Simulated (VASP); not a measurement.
# PbSe (Cmcm) in VASP: settings compared

The runs below take PbSe through single point, with PBE, r2SCAN.

Program: VASP 6.6.1. These are calculated values, not measurements. Logs are shortened: lines on timing, memory, paths and dates and some standing lists are left out, and cuts for length are marked.

**1. The cell of the first run**

Symmetry: Cmcm, No. 63, orthorhombic system. Conventional cell: a = 4.275 Å, b = 11.994 Å, c = 4.433 Å, α = 90.00°, β = 90.00°, γ = 90.00°. Pb (site symmetry m2m) has 7 Se at 2.81 to 3.84 Å and 2 Pb at 3.80 Å within 3.9 Å. Within 4.1 Å of Se (site symmetry m2m) lie 7 Pb at 2.81 to 3.84 Å and 6 Se at 3.97 to 4.10 Å.

**2. Single point, PBE**

INCAR reads:

```
SYSTEM = PbSe
ALGO = Normal
EDIFF = 1E-6
ENCUT = 520
GGA = PE
ISIF = 2
ISMEAR = 0
LASPH = .TRUE.
LCHARG = .FALSE.
LREAL = .FALSE.
LWAVE = .FALSE.
NBANDS = 28
NELM = 80
PREC = Accurate
SIGMA = 0.01
```

KPOINTS reads:

```
k-points
0
G
  6 6 6
  0 0 0
```

POSCAR reads:

```
PbSe
1.0
    2.1377037770     -5.9967639440      0.0000000000
    2.1377037770      5.9967639440      0.0000000000
    0.0000000000      0.0000000000      4.4334888881
Pb Se
2 2
Direct
    0.6284359949      0.3715640051      0.7500000000
    0.3715640051      0.6284359949      0.2500000000
    0.8626836356      0.1373163644      0.7500000000
    0.1373163644      0.8626836356      0.2500000000
```

Potentials or basis: VASP PAW PBE potentials, release 64 (Pb_d, Se).

Started as:

```sh
$ cat potpaw_PBE.64/Pb_d/POTCAR potpaw_PBE.64/Se/POTCAR > POTCAR
$ mpirun -np 1 vasp_std > vasp.out
```

OUTCAR:

```text
SYSTEM = PbSe
   EDIFF = 1E-6
   ENCUT = 520
   GGA = PE
   ISIF = 2
   ISMEAR = 0
   LASPH = .TRUE.
   LREAL = .FALSE.
   NELM = 80
   PREC = Accurate

 ion  position               nearest neighbor table
   1  0.628  0.372  0.750-   3 2.81   4 3.08   4 3.08   4 3.08   4 3.08   2 3.80   2 3.80
   2  0.372  0.628  0.250-   4 2.81   3 3.08   3 3.08   3 3.08   3 3.08   1 3.80   1 3.80
   3  0.863  0.137  0.750-   1 2.81   2 3.08   2 3.08   2 3.08   2 3.08
   4  0.137  0.863  0.250-   2 2.81   1 3.08   1 3.08   1 3.08   1 3.08

  LATTYP: Found a base centered orthorhombic cell.
 ALAT       =     4.2754075540
 B/A-ratio  =     2.8052361644
 C/A-ratio  =     1.0369745649

  Lattice vectors:

 A1 = (   2.1377037770,  -5.9967639440,   0.0000000000)
 A2 = (   2.1377037770,   5.9967639440,   0.0000000000)
 A3 = (   0.0000000000,   0.0000000000,   4.4334888881)

Analysis of symmetry for initial positions (statically):
=====================================================================
 Subroutine PRICEL returns:
 Original cell was already a primitive cell.

 Routine SETGRP: Setting up the symmetry group for a
 base centered orthorhombic supercell.

 Subroutine GETGRP returns: Found  8 space group operations
 (whereof  4 operations were pure point group operations)
 out of a pool of  8 trial point group operations.

The static configuration has the point symmetry C_2h.
 The point group associated with its full space group is D_2h.

Analysis of symmetry for dynamics (positions and initial velocities):
=====================================================================
 Subroutine PRICEL returns:
 Original cell was already a primitive cell.

 Routine SETGRP: Setting up the symmetry group for a
 base centered orthorhombic supercell.

 Subroutine GETGRP returns: Found  8 space group operations
 (whereof  4 operations were pure point group operations)
 out of a pool of  8 trial point group operations.

The dynamic configuration has the point symmetry C_2h.
 The point group associated with its full space group is D_2h.

 Subroutine INISYM returns: Found  8 space group operations
 (whereof  4 operations are pure point group operations),
 and found     1 'primitive' translations

----------------------------------------------------------------------------------------

                                     Primitive cell

  volume of cell :     113.6685

  direct lattice vectors                    reciprocal lattice vectors
     2.137703777 -5.996763944  0.000000000     0.233895830 -0.083378303  0.000000000
     2.137703777  5.996763944  0.000000000     0.233895830  0.083378303  0.000000000
     0.000000000  0.000000000  4.433488888     0.000000000  0.000000000  0.225555996

  length of vectors
     6.366392639  6.366392639  4.433488888     0.248312708  0.248312708  0.225555996

  position of ions in fractional coordinates (direct lattice)
     0.628435995  0.371564005  0.750000000
     0.371564005  0.628435995  0.250000000
     0.862683636  0.137316364  0.750000000
     0.137316364  0.862683636  0.250000000

  ion indices of the primitive-cell ions
   primitive index   ion index
                 1           1
                 2           2
                 3           3
                 4           4

----------------------------------------------------------------------------------------

 KPOINTS: k-points

Automatic generation of k-mesh.
 Grid dimensions read from file:
 generate k-points for:    6    6    6

 Generating k-lattice:

  Cartesian coordinates                     Fractional coordinates (reciprocal lattice)
     0.038982638 -0.013896384  0.000000000     0.166666667  0.000000000  0.000000000
     0.038982638  0.013896384  0.000000000     0.000000000  0.166666667  0.000000000
     0.000000000  0.000000000  0.037592666     0.000000000  0.000000000  0.166666667

  Length of vectors
     0.041385451  0.041385451  0.037592666

  Shift w.r.t. Gamma in fractional coordinates (k-lattice)
     0.000000000  0.000000000  0.000000000

 Subroutine IBZKPT returns following result:
 ===========================================

 Found     52 irreducible k-points:

 Following reciprocal coordinates:
            Coordinates               Weight
  0.000000  0.000000  0.000000      1.000000
  0.166667  0.000000  0.000000      4.000000
  0.333333 -0.000000  0.000000      4.000000
  0.500000  0.000000  0.000000      2.000000
  0.166667  0.166667  0.000000      2.000000
  0.333333  0.166667  0.000000      4.000000
[... 16 lines left out ...]
  0.333333  0.333333  0.166667      4.000000
  0.500000  0.333333  0.166667      8.000000
 [... further k-points ...]
   k-points           NKPTS =     52   k-points in BZ     NKDIM =     52   number of bands    NBANDS=     28
   number of dos      NEDOS =    301   number of ions     NIONS =      4
   total plane-waves  NPLWV =  82944
   dimension x,y,z NGX =    48 NGY =   48 NGZ =   36
   dimension x,y,z NGXF=    96 NGYF=   96 NGZF=   72
   ions per type =               2   2
   NGX,Y,Z   is equivalent  to a cutoff of  12.53, 12.53, 13.50 a.u.
   NGXF,Y,Z  is equivalent  to a cutoff of  25.07, 25.07, 27.00 a.u.
 SYSTEM =  PbSe
   PREC   = accura    normal or accurate (medium, high low for compatibility)
   ISTART =      0    job   : 0-new  1-cont  2-samecut
   ICHARG =      2    charge: 1-file 2-atom 10-const
   ISPIN  =      1    spin polarized calculation?
   LNONCOLLINEAR =      F non collinear calculations
   LSORBIT =      F    spin-orbit coupling
   LASPH  =      T    aspherical Exc in radial PAW
   ENCUT  =  520.0 eV  38.22 Ry    6.18 a.u.  11.84 11.84  8.24*2*pi/ulx,y,z
   NELM   =     80;   NELMIN=  2; NELMDL= -5     # of ELM steps
   EDIFF  = 0.1E-05   stopping-criterion for ELM
   LREAL  =      F    real-space projection
   EDIFFG = 0.1E-04   stopping-criterion for IOM
   NSW    =      0    number of steps for IOM
   IBRION =     -1    ionic relax: 0-MD 1-quasi-New 2-CG
   NFREE  =      0    steps in history (QN), initial steepest desc. (CG)
   ISIF   =      2    stress and relaxation
   ISYM   =      2    0-nonsym 1-usesym 2-fastsym
   POTIM  = 0.5000    time-step for ionic-motion
   TEBEG  =    0.0;   TEEND  =   0.0 temperature during run
   PSTRESS=    0.0 pullay stress
   NELECT =      40.0000    total number of electrons
   NUPDOWN=      -1.0000    fix difference up-down
   EMIN   =  10.00;   EMAX   =-10.00  energy-range for DOS
   EFERMI =   0.00;   METHOD = LEGACY
   ISMEAR =     0;   SIGMA  =   0.01  broadening in eV -4-tet -1-fermi 0-gaus
   EFERMI_NEDOS =   21; number of points for ismear=-14 and -15
   IALGO  =     38    algorithm
   IMIX   =      4    mixing-type and parameters
     AMIX     =   0.40;   BMIX     =  1.00
     AMIX_MAG =   1.60;   BMIX_MAG =  1.00
  volume/ion in A,a.u.               =      28.42       191.77
  Fermi-wavevector in a.u.,A,eV,Ry     =   1.155797  2.184139 18.175562  1.335866
  Thomas-Fermi vector in A             =   2.292422
   LORBIT       =      0    0 simple, 1 ext, 2 COOP (PROOUT), +10 PAW based schemes
   GGA     = PE    functional components
   LHFCALC =     F    Hartree Fock is set to
   AEXX    =    0.0000 exact exchange contribution
   IVDW    =     0    specifies the selected vdW correction
   LEPSILON=     F    determine dielectric tensor
   LRPA    =     F    only Hartree local field effects (RPA)
 non-spin polarized calculation
 Gauss-broadening in eV      SIGMA  =   0.01
  energy-cutoff  :      520.00
  volume of cell :      113.67
 maximum number of plane-waves:      3088
   NGX = 23   NGY = 23   NGZ = 17

 number of electron      39.9999996 magnetization

 Free energy of the ion-electron system (eV)
  ---------------------------------------------------
  ext. energy  EPLUGINS =         0.00000000
  ---------------------------------------------------
  free energy    TOTEN  =       -16.16172900 eV

  energy without entropy =      -16.16172900  energy(sigma->0) =      -16.16172900

 E-fermi :   4.6325     XC(G=0):  -9.6019

 val. band max:        4.5887880164   @ k =   0.0000   0.0000   0.5000
 cond. band min:       5.6836745724   @ k =   0.3333   0.3333   0.1667
 fundamental gap:      1.0948865560
 Fermi energy:         4.6324525488

 k-point     1 :       0.0000    0.0000    0.0000
  band No.  band energies     occupation
      1     -11.8908      2.00000
      2     -11.8048      2.00000
      3     -11.8030      2.00000
      4     -11.7904      2.00000
      5     -11.7668      2.00000
      6     -11.7630      2.00000
[... 20 lines left out ...]
     27      10.2416      0.00000
     28      11.4851      0.00000

 k-point     2 :       0.1667    0.0000    0.0000
  band No.  band energies     occupation
      1     -11.8766      2.00000
      2     -11.8013      2.00000
      3     -11.7988      2.00000
      4     -11.7800      2.00000
      5     -11.7747      2.00000
      6     -11.7663      2.00000
[... 20 lines left out ...]
     27      10.6857      0.00000
     28      11.7239      0.00000

 k-point     3 :       0.3333   -0.0000    0.0000
  band No.  band energies     occupation
      1     -11.8442      2.00000
      2     -11.8005      2.00000
      3     -11.7935      2.00000
      4     -11.7901      2.00000
      5     -11.7695      2.00000
      6     -11.7686      2.00000
[... 20 lines left out ...]
     27      12.2347      0.00000
     28      12.4948      0.00000

 k-point     4 :       0.5000    0.0000    0.0000
  band No.  band energies     occupation
      1     -11.8177      2.00000
      2     -11.8049      2.00000
      3     -11.8009      2.00000
      4     -11.7988      2.00000
      5     -11.7717      2.00000
      6     -11.7686      2.00000
[... 578 lines left out ...]
     27      10.2570      0.00000
     28      11.8796      0.00000

 k-point    23 :       0.3333    0.3333    0.1667
  band No.  band energies     occupation
      1     -11.8432      2.00000
      2     -11.8157      2.00000
      3     -11.7985      2.00000
      4     -11.7806      2.00000
      5     -11.7720      2.00000
      6     -11.7679      2.00000
[... 20 lines left out ...]
     27      11.6614      0.00000
     28      12.1947      0.00000

 k-point    24 :       0.5000    0.3333    0.1667
  band No.  band energies     occupation
      1     -11.8611      2.00000
      2     -11.7975      2.00000
      3     -11.7914      2.00000
      4     -11.7818      2.00000
      5     -11.7722      2.00000
      6     -11.7665      2.00000
[... 20 lines left out ...]
     27      11.6009      0.00000
     28      11.9959      0.00000

 [... further k-points ...]

------------------------ aborting loop because EDIFF is reached ----------------------------------------

  FORCE on cell =-STRESS in cart. coord.  units (eV):
  Direction    XX          YY          ZZ          XY          YZ          ZX
  --------------------------------------------------------------------------------------
  -------------------------------------------------------------------------------------
  Total        1.3037757      1.6727425      1.3373673      0.0000000      0.0000000      0.0000000
  in kB       18.3769474     23.5775994     18.8504263      0.0000000      0.0000000      0.0000000
  external PRESSURE =      20.2683244 kB  Pullay stress =       0.0000000 kB

 VOLUME and BASIS-vectors are now :
 -----------------------------------------------------------------------------
  energy-cutoff  :      520.00
  volume of cell :      113.67
      direct lattice vectors                 reciprocal lattice vectors
     2.137703777 -5.996763944  0.000000000     0.233895830 -0.083378303  0.000000000
     2.137703777  5.996763944  0.000000000     0.233895830  0.083378303  0.000000000
     0.000000000  0.000000000  4.433488888     0.000000000  0.000000000  0.225555996

 POSITION                                       TOTAL-FORCE (eV/Angst)
 -----------------------------------------------------------------------------------
      2.13770     -1.54040      3.32512         0.000000      0.097948      0.000000
      2.13770      1.54040      1.10837         0.000000     -0.097948     -0.000000
      2.13770     -4.34986      3.32512         0.000000     -0.156776      0.000000
      2.13770      4.34986      1.10837         0.000000      0.156776     -0.000000
 -----------------------------------------------------------------------------------
    total drift:                                0.000000     -0.000000     -0.000000

  FREE ENERGIE OF THE ION-ELECTRON SYSTEM (eV)
  ---------------------------------------------------
  free  energy   TOTEN  =       -16.1617290032 eV

  energy  without entropy=      -16.1617290032  energy(sigma->0) =      -16.16172900
```

It took 2.5 min on 1 thread of Intel Xeon Platinum 8259CL at 2.50GHz (Skylake/Cascade Lake), shared host; peak memory 0.35 GiB.

What came out:

```yaml
Free_energy: -16.1617 eV
Pressure: 2.0 GPa
Largest_force: 0.157 eV/Å
Band_gap_on_the_k_mesh: 1.09 eV (least direct gap 1.22 eV)
```

Forces in eV/Å, atoms in the order of the input:
```
Pb   0.000  0.098  0.000
Pb   0.000 -0.098  0.000
Se   0.000 -0.157  0.000
Se   0.000  0.157  0.000
```

Stress tensor (GPa, compression positive):
```
1.84 0.00 0.00
0.00 2.36 0.00
0.00 0.00 1.89
```

Levels at points of the mesh, in eV from the valence-band top:
| k point | band 17 | band 18 | band 19 | band 20 | band 21 | band 22 | band 23 | band 24 |
| --- | --- | --- | --- | --- | --- | --- | --- | --- |
| (0.00, 0.00, 0.00) | -2.15 | -1.62 | -1.30 | -0.43 | 4.44 | 4.50 | 4.73 | 5.34 |
| (0.50, 0.00, 0.00) | -1.25 | -0.93 | -0.52 | -0.23 | 1.60 | 1.62 | 1.76 | 2.79 |
| (0.50, 0.50, 0.00) | -1.92 | -1.58 | -1.07 | -0.57 | 1.15 | 4.25 | 4.41 | 4.62 |
| (0.00, 0.00, 0.50) | -0.89 | -0.89 | 0.00 | 0.00 | 1.54 | 1.54 | 2.36 | 2.36 |
| (0.50, 0.00, 0.50) | -3.18 | -3.18 | -1.24 | -1.24 | 3.16 | 3.16 | 5.54 | 5.54 |
| (0.50, 0.50, 0.50) | -0.89 | -0.89 | -0.44 | -0.44 | 1.38 | 1.38 | 2.90 | 2.90 |

Caveat: spin-orbit coupling is left out, which moves the levels of the heavy elements.

**3. Single point, r2SCAN**

POSCAR is that of step 2.

INCAR.step1 reads:

```
ALGO = Normal ; EDIFF = 1E-4
ENCUT = 520 ; GGA = PE
ISMEAR = 0 ; LASPH = True
LCHARG = False ; LREAL = False
LWAVE = True ; NBANDS = 28
NELM = 60 ; PREC = Accurate
SIGMA = 0.01
```

INCAR.step2 reads:

```
ALGO = Normal ; EDIFF = 1E-6
ENCUT = 520 ; ISIF = 2
ISMEAR = 0 ; ISTART = 1
LASPH = True ; LCHARG = False
LMIXTAU = True ; LREAL = False
LWAVE = False ; METAGGA = R2SCAN
NBANDS = 28 ; NELM = 60
PREC = Accurate ; SIGMA = 0.01
```

KPOINTS reads:

```
k-points
0
Gamma
  6 6 6
```

Potentials or basis: VASP PAW PBE potentials, release 64 (Pb_d, Se).

Started as:

```sh
$ cat potpaw_PBE.64/Pb_d/POTCAR potpaw_PBE.64/Se/POTCAR > POTCAR
$ cp INCAR.step1 INCAR
$ mpirun -np 1 vasp_std > vasp.out
$ cp INCAR.step2 INCAR
$ mpirun -np 1 vasp_std > vasp.out
```

Wall time 9 min (1 thread of Intel Xeon Platinum 8259CL at 2.50GHz (Skylake/Cascade Lake), shared host); peak memory 0.39 GiB.

The run converged. Its results:

| Property | Result |
| --- | --- |
| Free energy | -143.7115 eV |
| Pressure | 1.0 GPa |
| Largest force | 0.009 eV/Å |
| Band gap on the k mesh | 1.40 eV (least direct gap 1.55 eV) |

Forces in eV/Å, atoms in the order of the input:
```
Pb   0.000 -0.009  0.000
Pb   0.000  0.009  0.000
Se   0.000  0.003  0.000
Se   0.000 -0.003  0.000
```

Stress tensor (GPa, compression positive):
```
0.98 0.00 0.00
0.00 1.10 0.00
0.00 0.00 1.00
```

Levels at points of the mesh, in eV from the valence-band top:
```
           k point  band 17  band 18  band 19  band 20  band 21  band 22  band 23  band 24
(0.00, 0.00, 0.00)    -2.25    -1.71    -1.39    -0.49     4.83     4.90     5.08     5.73
(0.50, 0.00, 0.00)    -1.35    -1.01    -0.52    -0.20     1.88     1.93     2.01     3.07
(0.50, 0.50, 0.00)    -2.01    -1.66    -1.17    -0.59     1.40     4.59     4.82     5.04
(0.00, 0.00, 0.50)    -0.98    -0.98     0.00     0.00     1.87     1.87     2.63     2.63
(0.50, 0.00, 0.50)    -3.26    -3.26    -1.33    -1.33     3.50     3.50     5.95     5.95
(0.50, 0.50, 0.50)    -0.98    -0.98    -0.38    -0.38     1.70     1.70     3.17     3.17
```

Caveat: the PAW data sets were made with another functional, which shifts forces and pressure a little; spin-orbit coupling is left out, which moves the levels of the heavy elements.
